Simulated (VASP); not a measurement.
# LiAl16O24 (a cell with a defect) in VASP: a series of runs, part 2 of 2

VASP 6.6.1. Earlier steps stand in the parts before.

## (3) Relaxation of the atoms, PBE

Contents of INCAR:

```
ALGO = Normal ; EDIFF = 1E-7
EDIFFG = -0.02 ; ENCUT = 650
GGA = PE ; GGA_COMPAT = F
IBRION = 2 ; ISIF = 2
ISMEAR = -1 ; ISYM = -1
LASPH = T ; LCHARG = F
LREAL = Auto ; LWAVE = F
NELECT = 194.0 ; NELM = 120
NELMIN = 4 ; NSW = 90
PREC = Accurate ; SIGMA = 0.01
```

Contents of KPOINTS:

```
explicit points
1
Reciprocal
  0.25000000   0.25000000   0.25000000 1
```

Contents of POSCAR:

```
LiAl16O24
1.0
    2.4039417600      1.3879164200      4.3742070900
   -4.8078835200      2.7758328500      8.7484141900
    0.0000000000     -5.5516656900      8.7484141900
Al O Li
16 24 1
Direct
    0.6478877100      0.3239438500      0.3239438500
    0.8521122900      0.4260561500      0.4260561500
    0.1478877100      0.0739438500      0.0739438500
    0.3521122900      0.1760561500      0.1760561500
    0.6478877100      0.3239438500      0.8239438500
    0.8521122900      0.4260561500      0.9260561500
    0.1478877100      0.0739438500      0.5739438500
    0.3521122900      0.1760561500      0.6760561500
    0.6478877100      0.8239438500      0.3239438500
    0.8521122900      0.9260561500      0.4260561500
    0.1478877100      0.5739438500      0.0739438500
    0.3521122900      0.6760561500      0.1760561500
    0.6478877100      0.8239438500      0.8239438500
    0.8521122900      0.9260561500      0.9260561500
    0.1478877100      0.5739438500      0.5739438500
    0.3521122900      0.6760561500      0.6760561500
    0.4438508600      0.0280745700      0.3750000000
    0.9438508600      0.1250000000      0.2780745700
    0.0561491400      0.3750000000      0.2219254300
    0.7500000000      0.2219254300      0.0280745700
    0.2500000000      0.2780745700      0.4719254300
    0.5561491400      0.4719254300      0.1250000000
    0.4438508600      0.0280745700      0.8750000000
    0.9438508600      0.1250000000      0.7780745700
    0.0561491400      0.3750000000      0.7219254300
    0.7500000000      0.2219254300      0.5280745700
    0.2500000000      0.2780745700      0.9719254300
    0.5561491400      0.4719254300      0.6250000000
    0.4438508600      0.5280745700      0.3750000000
    0.9438508600      0.6250000000      0.2780745700
    0.0561491400      0.8750000000      0.2219254300
    0.7500000000      0.7219254300      0.0280745700
    0.2500000000      0.7780745700      0.4719254300
    0.5561491400      0.9719254300      0.1250000000
    0.4438508600      0.5280745700      0.8750000000
    0.9438508600      0.6250000000      0.7780745700
    0.0561491400      0.8750000000      0.7219254300
    0.7500000000      0.7219254300      0.5280745700
    0.2500000000      0.7780745700      0.9719254300
    0.5561491400      0.9719254300      0.6250000000
    0.9896780000      0.4959250000      0.0092370000
```

Potentials or basis: VASP PAW PBE potentials, release 64 (Al, O, Li_sv).

Started as:

```
cat potpaw_PBE.64/Al/POTCAR potpaw_PBE.64/O/POTCAR potpaw_PBE.64/Li_sv/POTCAR > POTCAR
mpirun -np 1 vasp_std > vasp.out
```

Wall time 55 min (1 thread of Intel Xeon Platinum 8259CL at 2.50GHz (Skylake/Cascade Lake), shared host); peak memory 0.86 GiB.

Results (log left out):

```yaml
Free_energy: -310.1676 eV
Energy_gained_by_relaxing: 36.0 meV/atom
Ionic_steps: 17
Largest_force_after_relaxing: 0.017 eV/Å
```

Forces on the atoms (eV/Å):
```
Al   0.000  0.011 -0.005
Al   0.002  0.000  0.000
Al  -0.002  0.010 -0.001
Al   0.000  0.010  0.009
Al  -0.004 -0.004  0.001
Al  -0.005  0.008  0.006
Al  -0.001 -0.009 -0.006
Al  -0.002  0.001  0.007
Al   0.007 -0.007 -0.009
Al   0.004 -0.001  0.010
Al   0.003 -0.004 -0.003
Al   0.009  0.007 -0.004
Al   0.000 -0.006 -0.008
Al   0.002  0.004 -0.005
Al  -0.002 -0.003  0.000
Al  -0.003 -0.015  0.007
O    0.004  0.003 -0.005
O    0.000  0.000 -0.003
O   -0.001 -0.011 -0.006
O   -0.006 -0.009  0.001
O    0.003 -0.001  0.011
O   -0.002 -0.002  0.003
O   -0.001 -0.001 -0.001
O    0.003 -0.001  0.004
O    0.007  0.009  0.000
O   -0.002  0.000  0.005
O    0.003 -0.006  0.004
O   -0.003  0.000 -0.002
O    0.004  0.001  0.001
O   -0.008 -0.008  0.002
O   -0.006  0.000 -0.003
O   -0.002 -0.001 -0.004
O    0.000  0.006 -0.006
O   -0.002 -0.007  0.004
O    0.002  0.001  0.001
O    0.002  0.006  0.004
O    0.000  0.002  0.002
O   -0.002  0.004 -0.010
O    0.003  0.002  0.000
O    0.000  0.006  0.001
Li  -0.003  0.008 -0.002
```

The path:
```tsv
step	energy change (eV)	largest force (eV/Å)	pressure (GPa)
1	0.0000	5.0388	-3.06
2	-0.5324	2.6872	-2.17
3	-1.1441	0.9112	-3.06
4	-1.3299	0.7993	-3.14
5	-1.3299	0.7945	-3.14
6	-1.4139	0.2714	-3.18
7	-1.4241	0.3085	-3.18
8	-1.4540	0.1984	-3.14
9	-1.4542	0.1900	-3.14
10	-1.4687	0.0705	-3.13
11	-1.4696	0.0901	-3.13
12	-1.4737	0.0605	-3.16
13	-1.4739	0.0609	-3.16
14	-1.4751	0.0260	-3.18
15	-1.4751	0.0267	-3.18
16	-1.4752	0.0258	-3.17
17	-1.4752	0.0167	-3.17
```

Final structure:
```
Al O Li
1.0
     2.40394    1.38792    4.37421
    -4.80788    2.77583    8.74841
     0.00000   -5.55167    8.74841
Al O Li
16 24 1
Direct
  0.64466 0.32234 0.32715
  0.85237 0.42584 0.42674
  0.14621 0.07437 0.07398
  0.35126 0.17318 0.17925
  0.64328 0.31682 0.81895
  0.83269 0.41768 0.91714
  0.14700 0.07276 0.57363
  0.35288 0.17461 0.67515
  0.64652 0.82518 0.32536
  0.85235 0.92712 0.42681
  0.16687 0.58210 0.08328
  0.35614 0.68309 0.18144
  0.64840 0.82660 0.82117
  0.85340 0.92541 0.92651
  0.14712 0.57399 0.57363
  0.35476 0.67744 0.67331
  0.44368 0.02757 0.37562
  0.94406 0.12687 0.27699
  0.06444 0.37968 0.21549
  0.74623 0.21914 0.02513
  0.24896 0.27787 0.47131
  0.57356 0.47002 0.12103
  0.44449 0.02775 0.87543
  0.94530 0.12224 0.77631
  0.04770 0.37530 0.71860
  0.75007 0.22272 0.52642
  0.23635 0.28289 0.96903
  0.55010 0.47201 0.62552
  0.44940 0.52783 0.37486
  0.95178 0.62453 0.28181
  0.05419 0.87759 0.22414
  0.76323 0.71690 0.03140
  0.24930 0.77710 0.47405
  0.55513 0.97203 0.12501
  0.42595 0.52971 0.87942
  0.93515 0.62011 0.78494
  0.05548 0.87292 0.72348
  0.75044 0.72194 0.52914
  0.25347 0.78062 0.97527
  0.55572 0.97225 0.62489
  0.99960 0.49977 0.00044
```

Levels at points of the mesh, in eV from the Fermi level:
```tsv
k point	band 95	band 96	band 97	band 98	band 99	band 100
(0.25, 0.25, 0.25)	-0.54	-0.34	-0.30	6.47	8.62	8.83
```

Caveat: the cell carries a net charge on a neutralising background, which shifts energy and pressure; the cell is charged against a uniform background, so pressure and absolute levels hang on convention.

## (4) Relaxation of the atoms, PBE

Contents of INCAR:

```
PREC = Accurate ; ENCUT = 650
EDIFF = 1E-7 ; ISMEAR = -1
SIGMA = 0.01 ; LREAL = Auto
LASPH = True ; NELM = 120
ALGO = Normal ; ISIF = 2
LWAVE = False ; LCHARG = False
GGA = PE ; IBRION = 2
NSW = 90 ; EDIFFG = -0.02
NELECT = 194.0 ; GGA_COMPAT = False
NELMIN = 4 ; ISYM = -1
```

KPOINTS is that of step 3.

Contents of POSCAR:

```
LiAl16O24
1.0
    2.4039417600      1.3879164200      4.3742070900
   -4.8078835200      2.7758328500      8.7484141900
    0.0000000000     -5.5516656900      8.7484141900
Al O Li
16 24 1
Direct
    0.6478877100      0.3239438500      0.3239438500
    0.8528437100      0.4260567000      0.4269889800
    0.1478877100      0.0739438500      0.0739438500
    0.3521122900      0.1760561500      0.1760561500
    0.6438358700      0.3171628700      0.8191301300
    0.8521122900      0.4260561500      0.9260561500
    0.1476668100      0.0730514300      0.5737893300
    0.3535381900      0.1751501600      0.6751570000
    0.6470203400      0.8254857400      0.3254564900
    0.8529050100      0.9275742800      0.4268348400
    0.1478877100      0.5739438500      0.0739438500
    0.3521122900      0.6760561500      0.1760561500
    0.6486910800      0.8269928300      0.8213329600
    0.8538047500      0.9257328300      0.9265601500
    0.1477098900      0.5745834600      0.5736399000
    0.3552596700      0.6777566600      0.6735618300
    0.4442253900      0.0279604600      0.3756821900
    0.9438508600      0.1250000000      0.2780745700
    0.0561491400      0.3750000000      0.2219254300
    0.7500000000      0.2219254300      0.0280745700
    0.2500000000      0.2780745700      0.4719254300
    0.5561491400      0.4719254300      0.1250000000
    0.4450173000      0.0282102400      0.8755088000
    0.9459994900      0.1225689300      0.7765119000
    0.0484138700      0.3758032400      0.7186289600
    0.7507789300      0.2231584300      0.5265355700
    0.2500000000      0.2780745700      0.9719254300
    0.5506176000      0.4723866800      0.6256788600
    0.4438508600      0.5280745700      0.3750000000
    0.9521671900      0.6248214500      0.2820047300
    0.0545748600      0.8780538800      0.2241213400
    0.7500000000      0.7219254300      0.0280745700
    0.2497820900      0.7774839700      0.4741005400
    0.5555593800      0.9724136900      0.1251151000
    0.4438508600      0.5280745700      0.8750000000
    0.9438508600      0.6250000000      0.7780745700
    0.0559957100      0.8732882100      0.7236337700
    0.7509200400      0.7223216700      0.5291927500
    0.2539160100      0.7809170800      0.9754033900
    0.5563310900      0.9726907300      0.6249285700
    0.5081500000      0.2551610000      0.2407630000
```

Started as:

```
cat potpaw_PBE.64/Al/POTCAR potpaw_PBE.64/O/POTCAR potpaw_PBE.64/Li_sv/POTCAR > POTCAR
mpirun -np 1 vasp_std > vasp.out
```

Wall time 53 min (1 thread of Intel Xeon Platinum 8259CL at 2.50GHz (Skylake/Cascade Lake), shared host); peak memory 0.86 GiB.

It converged, with:

- Free energy: -310.1655 eV
- Energy gained by relaxing: 40.3 meV/atom
- Ionic steps: 17
- Largest force after relaxing: 0.017 eV/Å

Forces in eV/Å, atoms in the order of the input:
```
Al  -0.011  0.005 -0.006
Al   0.003 -0.007  0.003
Al  -0.002  0.012 -0.001
Al   0.009 -0.004  0.003
Al   0.005  0.001  0.005
Al   0.008  0.008  0.009
Al  -0.003 -0.008 -0.007
Al  -0.006 -0.006 -0.005
Al  -0.002 -0.007 -0.004
Al  -0.005 -0.005  0.011
Al   0.006  0.000 -0.005
Al   0.002 -0.002  0.005
Al  -0.010  0.003 -0.014
Al  -0.001  0.004  0.000
Al  -0.002  0.006  0.000
Al   0.002  0.003  0.009
O    0.008  0.003  0.009
O   -0.004  0.005 -0.003
O   -0.001  0.000  0.002
O   -0.001  0.002  0.006
O   -0.001  0.008 -0.006
O   -0.005 -0.001 -0.005
O    0.001 -0.003  0.006
O    0.007 -0.004  0.000
O   -0.006  0.005  0.009
O    0.009  0.008  0.007
O   -0.014 -0.008  0.004
O    0.005 -0.011 -0.006
O   -0.010  0.003 -0.005
O    0.002  0.006 -0.009
O   -0.001 -0.005 -0.006
O    0.001  0.002  0.008
O    0.001 -0.001 -0.014
O    0.004  0.000 -0.003
O    0.000 -0.009  0.001
O    0.004 -0.008  0.001
O    0.000 -0.001  0.005
O    0.002  0.006 -0.005
O    0.003  0.000 -0.004
O    0.001  0.010 -0.001
Li  -0.001 -0.007  0.004
```

Step by step:
| step | energy change (eV) | largest force (eV/Å) | pressure (GPa) |
| --- | --- | --- | --- |
| 1 | 0.0000 | 5.0742 | -2.80 |
| 2 | -0.6829 | 2.6404 | -2.15 |
| 3 | -1.2525 | 0.9519 | -2.95 |
| 4 | -1.4910 | 0.8172 | -3.12 |
| 5 | -1.4912 | 0.8065 | -3.12 |
| 6 | -1.5872 | 0.2890 | -3.20 |
| 7 | -1.5944 | 0.3511 | -3.21 |
| 8 | -1.6296 | 0.2245 | -3.18 |
| 9 | -1.6298 | 0.2358 | -3.18 |
| 10 | -1.6469 | 0.0819 | -3.15 |
| 11 | -1.6473 | 0.0973 | -3.15 |
| 12 | -1.6520 | 0.0663 | -3.17 |
| 13 | -1.6525 | 0.0830 | -3.18 |
| 14 | -1.6538 | 0.0571 | -3.17 |
| 15 | -1.6539 | 0.0408 | -3.17 |
| 16 | -1.6543 | 0.0240 | -3.17 |
| 17 | -1.6543 | 0.0170 | -3.17 |

Final structure:
```
CELL_PARAMETERS angstrom
2.40394 1.38792 4.37421
-4.80788 2.77583 8.74841
0.00000 -5.55167 8.74841
ATOMIC_POSITIONS crystal
Al 0.66727 0.33332 0.33207
Al 0.85663 0.43146 0.43306
Al 0.14408 0.06903 0.06658
Al 0.33332 0.16717 0.16763
Al 0.64684 0.32395 0.82427
Al 0.85165 0.42923 0.92322
Al 0.14888 0.07126 0.57640
Al 0.35386 0.17648 0.67532
Al 0.64781 0.82366 0.32399
Al 0.85545 0.92346 0.42729
Al 0.14520 0.57706 0.07239
Al 0.35285 0.67690 0.17569
Al 0.64792 0.82367 0.82261
Al 0.85372 0.92514 0.92473
Al 0.14695 0.57531 0.57504
Al 0.35288 0.67679 0.67708
O 0.43569 0.03496 0.37003
O 0.92659 0.12948 0.27966
O 0.07407 0.37100 0.22004
O 0.73692 0.21907 0.03282
O 0.26365 0.28133 0.46689
O 0.56489 0.46554 0.12963
O 0.44599 0.02633 0.87211
O 0.94494 0.12548 0.77766
O 0.05551 0.37497 0.72197
O 0.75375 0.22528 0.53059
O 0.24685 0.27509 0.96904
O 0.55464 0.47421 0.62749
O 0.45230 0.53184 0.37447
O 0.95004 0.62485 0.27788
O 0.05077 0.87566 0.22192
O 0.74964 0.72133 0.02787
O 0.25104 0.77919 0.47187
O 0.54855 0.96861 0.12524
O 0.44456 0.52697 0.87684
O 0.94419 0.62561 0.77746
O 0.05637 0.87484 0.72221
O 0.74983 0.72407 0.52705
O 0.25077 0.77647 0.97275
O 0.55597 0.97348 0.62289
Li 0.50060 0.25032 0.24959
```

Levels at points of the mesh, in eV from the Fermi level:
| k point | band 95 | band 96 | band 97 | band 98 | band 99 | band 100 |
| --- | --- | --- | --- | --- | --- | --- |
| (0.25, 0.25, 0.25) | -0.54 | -0.33 | -0.30 | 6.47 | 8.62 | 8.83 |

Caveat: the cell carries a net charge on a neutralising background, which shifts energy and pressure; the cell is charged against a uniform background, so pressure and absolute levels hang on convention.
